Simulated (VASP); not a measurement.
# CuI (F-43m) in VASP: settings compared, part 2 of 2

VASP 6.6.1. The steps go on from the part before.

## 3. Single point, PBE, non-collinear spin, zero start, spin-orbit coupling

Input file INCAR:

```
PREC = Accurate
ENCUT = 520
EDIFF = 1E-7
ISMEAR = -1
SIGMA = 0.02
LREAL = False
LASPH = True
NELM = 150
ALGO = Normal
ISIF = 2
LWAVE = False
LCHARG = False
MAGMOM = 0 0 0 0 0 0
LORBIT = 11
LSORBIT = True
GGA_COMPAT = False
LORBMOM = True
LMAXMIX = 4
GGA = PE
NBANDS = 30
```

Input file KPOINTS:

```
regular mesh
0
Gamma
  6 6 6
```

Input file POSCAR:

```
CuI
1.0
    0.0000000000      3.0120291186      3.0120291186
    3.0120291186      0.0000000000      3.0120291186
    3.0120291186      3.0120291186      0.0000000000
Cu I
1 1
Direct
    0.0000000000      0.0000000000      0.0000000000
    0.2500000000      0.2500000000      0.2500000000
```

Potentials or basis: VASP PAW PBE potentials, release 64 (Cu, I).

Started as:

```
$ cat potpaw_PBE.64/Cu/POTCAR potpaw_PBE.64/I/POTCAR > POTCAR
$ mpirun -np 1 vasp_ncl > vasp.out
```

OUTCAR:

```text
PREC = Accurate
   ENCUT = 520
   EDIFF = 1E-7
   ISMEAR = -1
   LREAL = False
   LASPH = True
   NELM = 150
   ISIF = 2
   LORBIT = 11
   LSORBIT = True
   GGA = PE

 ion  position               nearest neighbor table
   1  0.000  0.000  0.000-   2 2.61   2 2.61   2 2.61   2 2.61
   2  0.250  0.250  0.250-   1 2.61   1 2.61   1 2.61   1 2.61

  LATTYP: Found a face centered cubic cell.
 ALAT       =     6.0240582372

  Lattice vectors:

 A1 = (   0.0000000000,   3.0120291186,   3.0120291186)
 A2 = (   3.0120291186,   0.0000000000,   3.0120291186)
 A3 = (   3.0120291186,   3.0120291186,   0.0000000000)

Analysis of symmetry for initial positions (statically):
=====================================================================
 Subroutine PRICEL returns:
 Original cell was already a primitive cell.

 Routine SETGRP: Setting up the symmetry group for a
 face centered cubic supercell.

 Subroutine GETGRP returns: Found 24 space group operations
 (whereof 24 operations were pure point group operations)
 out of a pool of 48 trial point group operations.

The static configuration has the point symmetry T_d .

Analysis of symmetry for dynamics (positions and initial velocities):
=====================================================================
 Subroutine PRICEL returns:
 Original cell was already a primitive cell.

 Routine SETGRP: Setting up the symmetry group for a
 face centered cubic supercell.

 Subroutine GETGRP returns: Found 24 space group operations
 (whereof 24 operations were pure point group operations)
 out of a pool of 48 trial point group operations.

The dynamic configuration has the point symmetry T_d .

Analysis of structural, dynamic, and magnetic symmetry:
=====================================================================
 Subroutine PRICEL returns:
 Original cell was already a primitive cell.

 Routine SETGRP: Setting up the symmetry group for a
 face centered cubic supercell.

 Subroutine GETGRP returns: Found 24 space group operations
 (whereof 24 operations were pure point group operations)
 out of a pool of 48 trial point group operations.

The overall configuration has the point symmetry T_d .

 Subroutine INISYM returns: Found 24 space group operations
 (whereof 24 operations are pure point group operations),
 and found     1 'primitive' translations

----------------------------------------------------------------------------------------

                                     Primitive cell

  volume of cell :      54.6522

  direct lattice vectors                    reciprocal lattice vectors
     0.000000000  3.012029119  3.012029119    -0.166001051  0.166001051  0.166001051
     3.012029119  0.000000000  3.012029119     0.166001051 -0.166001051  0.166001051
     3.012029119  3.012029119  0.000000000     0.166001051  0.166001051 -0.166001051

  length of vectors
[... 862 lines left out ...]
------------------------ aborting loop because EDIFF is reached ----------------------------------------

  FORCE on cell =-STRESS in cart. coord.  units (eV):
  Direction    XX          YY          ZZ          XY          YZ          ZX
  --------------------------------------------------------------------------------------
  -------------------------------------------------------------------------------------
  Total        0.4270620      0.4270620      0.4270620      0.0000000     -0.0000000     -0.0000000
  in kB       12.5197019     12.5197019     12.5197019      0.0000000     -0.0000000     -0.0000000
  external PRESSURE =      12.5197019 kB  Pullay stress =       0.0000000 kB

 VOLUME and BASIS-vectors are now :
 -----------------------------------------------------------------------------
  energy-cutoff  :      520.00
  volume of cell :       54.65
      direct lattice vectors                 reciprocal lattice vectors
     0.000000000  3.012029119  3.012029119    -0.166001051  0.166001051  0.166001051
     3.012029119  0.000000000  3.012029119     0.166001051 -0.166001051  0.166001051
     3.012029119  3.012029119  0.000000000     0.166001051  0.166001051 -0.166001051

 POSITION                                       TOTAL-FORCE (eV/Angst)
 -----------------------------------------------------------------------------------
      0.00000      0.00000      0.00000         0.000000      0.000000      0.000000
      1.50601      1.50601      1.50601        -0.000000     -0.000000     -0.000000
 -----------------------------------------------------------------------------------
    total drift:                                0.000001      0.000001      0.000001

  FREE ENERGIE OF THE ION-ELECTRON SYSTEM (eV)
  ---------------------------------------------------
  free  energy   TOTEN  =        -5.6843250606 eV

  energy  without entropy=       -5.6843250606  energy(sigma->0) =       -5.68432506

 orbital moment (x)

 # of ion     p       d       tot
 ----------------------------------------
  1         0.000  -0.000  -0.000
  2        -0.000  -0.000  -0.000
 ----------------------------------------
           -0.000  -0.000  -0.000

 orbital moment (y)

 # of ion     p       d       tot
 ----------------------------------------
  1        -0.000  -0.000  -0.000
  2         0.000  -0.000   0.000
 ----------------------------------------
            0.000  -0.000   0.000

 orbital moment (z)

 # of ion     p       d       tot
 ----------------------------------------
  1        -0.000   0.000   0.000
  2         0.000  -0.000   0.000
 ----------------------------------------
            0.000   0.000   0.000

 Spin-Orbit-Coupling matrix elements

 Ion:    1  E_soc:     -0.0101044
 l=   1
     0.0000000    -0.0003888    -0.0003888
    -0.0003888     0.0000000    -0.0003888
    -0.0003888    -0.0003888     0.0000000
 l=   2
     0.0000000    -0.0002613     0.0000000    -0.0002613    -0.0010339
    -0.0002613     0.0000000    -0.0007754    -0.0002613    -0.0002585
     0.0000000    -0.0007754     0.0000000    -0.0007754     0.0000000
    -0.0002613    -0.0002613    -0.0007754     0.0000000    -0.0002585
    -0.0010339    -0.0002585     0.0000000    -0.0002585     0.0000000
 l=   3
     0.0000000     0.0000000     0.0000000     0.0000000     0.0000000     0.0000000     0.0000000
     0.0000000     0.0000000     0.0000000     0.0000000     0.0000000     0.0000000     0.0000000
     0.0000000     0.0000000     0.0000000     0.0000000     0.0000000     0.0000000     0.0000000
     0.0000000     0.0000000     0.0000000     0.0000000     0.0000000     0.0000000     0.0000000
     0.0000000     0.0000000     0.0000000     0.0000000     0.0000000     0.0000000     0.0000000
     0.0000000     0.0000000     0.0000000     0.0000000     0.0000000     0.0000000     0.0000000
     0.0000000     0.0000000     0.0000000     0.0000000     0.0000000     0.0000000     0.0000000

 Ion:    2  E_soc:     -0.2524829
 l=   1
     0.0000000    -0.0419297    -0.0419297
    -0.0419297     0.0000000    -0.0419297
    -0.0419297    -0.0419297     0.0000000
 l=   2
     0.0000000    -0.0000510     0.0000000    -0.0000510    -0.0000998
    -0.0000510     0.0000000    -0.0000748    -0.0000510    -0.0000249
     0.0000000    -0.0000748     0.0000000    -0.0000748     0.0000000
    -0.0000510    -0.0000510    -0.0000748     0.0000000    -0.0000249
    -0.0000998    -0.0000249     0.0000000    -0.0000249     0.0000000
 l=   3
     0.0000000     0.0000000     0.0000000     0.0000000     0.0000000     0.0000000     0.0000000
     0.0000000     0.0000000     0.0000000     0.0000000     0.0000000     0.0000000     0.0000000
     0.0000000     0.0000000     0.0000000     0.0000000     0.0000000     0.0000000     0.0000000
     0.0000000     0.0000000     0.0000000     0.0000000     0.0000000     0.0000000     0.0000000
     0.0000000     0.0000000     0.0000000     0.0000000     0.0000000     0.0000000     0.0000000
     0.0000000     0.0000000     0.0000000     0.0000000     0.0000000     0.0000000     0.0000000
     0.0000000     0.0000000     0.0000000     0.0000000     0.0000000     0.0000000     0.0000000

 total charge

# of ion       s       p       d       tot
------------------------------------------
    1        0.334   0.272   9.331   9.937
    2        1.492   2.766   0.057   4.315
--------------------------------------------------
tot          1.826   3.039   9.388  14.252

 magnetization (x)

# of ion       s       p       d       tot
------------------------------------------
    1        0.000  -0.000   0.000   0.000
    2        0.000   0.000   0.000   0.000
--------------------------------------------------
tot          0.000  -0.000   0.000   0.000

 magnetization (y)

# of ion       s       p       d       tot
------------------------------------------
    1        0.000   0.000   0.000   0.000
    2        0.000   0.000  -0.000   0.000
--------------------------------------------------
tot          0.000   0.000  -0.000   0.000

 magnetization (z)

# of ion       s       p       d       tot
------------------------------------------
    1        0.000   0.000  -0.000   0.000
    2        0.000   0.000   0.000   0.000
--------------------------------------------------
tot          0.000   0.000  -0.000   0.000
```

OSZICAR:

```text
N       E                     dE             d eps       ncg     rms          rms(c)
DAV:   1     0.140202061938E+03    0.14020E+03   -0.72976E+03  1320   0.130E+03
DAV:   2     0.874885574259E+01   -0.13145E+03   -0.12262E+03  1350   0.290E+02
DAV:   3    -0.520969299256E+01   -0.13959E+02   -0.13581E+02  1708   0.110E+02
DAV:   4    -0.588682226671E+01   -0.67713E+00   -0.67542E+00  1774   0.223E+01
DAV:   5    -0.591360435943E+01   -0.26782E-01   -0.26780E-01  1920   0.423E+00    0.650E+00
DAV:   6    -0.582858277152E+01    0.85022E-01   -0.28181E+00  1604   0.482E+01    0.410E+00
DAV:   7    -0.568452551607E+01    0.14406E+00   -0.71026E-01  1616   0.294E+01    0.239E+00
DAV:   8    -0.568866682816E+01   -0.41413E-02   -0.53596E-02  2108   0.384E+00    0.102E+00
DAV:   9    -0.568470105606E+01    0.39658E-02   -0.94009E-03  1776   0.291E+00    0.292E-01
DAV:  10    -0.568422982795E+01    0.47123E-03   -0.19775E-03  2094   0.109E+00    0.190E-01
DAV:  11    -0.568432471813E+01   -0.94890E-04   -0.57053E-04  1992   0.356E-01    0.114E-01
DAV:  12    -0.568432504165E+01   -0.32352E-06   -0.54231E-05  1940   0.195E-01    0.595E-02
DAV:  13    -0.568432449340E+01    0.54826E-06   -0.45753E-06  2058   0.358E-02    0.477E-02
DAV:  14    -0.568432443622E+01    0.57174E-07   -0.66836E-06  2036   0.791E-02    0.604E-03
DAV:  15    -0.568432513659E+01   -0.70037E-06   -0.21905E-06  2068   0.124E-02    0.302E-03
DAV:  16    -0.568432506058E+01    0.76013E-07   -0.20177E-08   998   0.349E-03
   1 F= -.56843251E+01 E0= -.56843251E+01  d E =-.291037E-10  mag=     0.0000    -0.0000     0.0000
```

stdout:

```text
POSCAR found type information on POSCAR CuI
 POSCAR found :  2 types and       2 ions
 scaLAPACK will be used
 LDA part: xc-table for (Slater+PW92), standard interpolation
 POSCAR, INCAR and KPOINTS ok, starting setup
 FFT: planning ... GRIDC
 FFT: planning ... GRID_SOFT
 FFT: planning ... GRID
 WAVECAR not read
 entering main loop
```

It took 3 min on 1 thread of Intel Xeon 6975P-C, shared host; peak memory 0.34 GiB.

What came out:

```yaml
Free_energy: -5.6843 eV
Pressure: 1.3 GPa
Net_moment: 0.00 μB per cell
Valence_electrons_inside_the_program's_atomic_spheres: Cu 9.94; I 4.32
```

Moments on the atoms (μB; x, y, z):
```
Cu  0.00 0.00 0.00
I   0.00 0.00 0.00
```
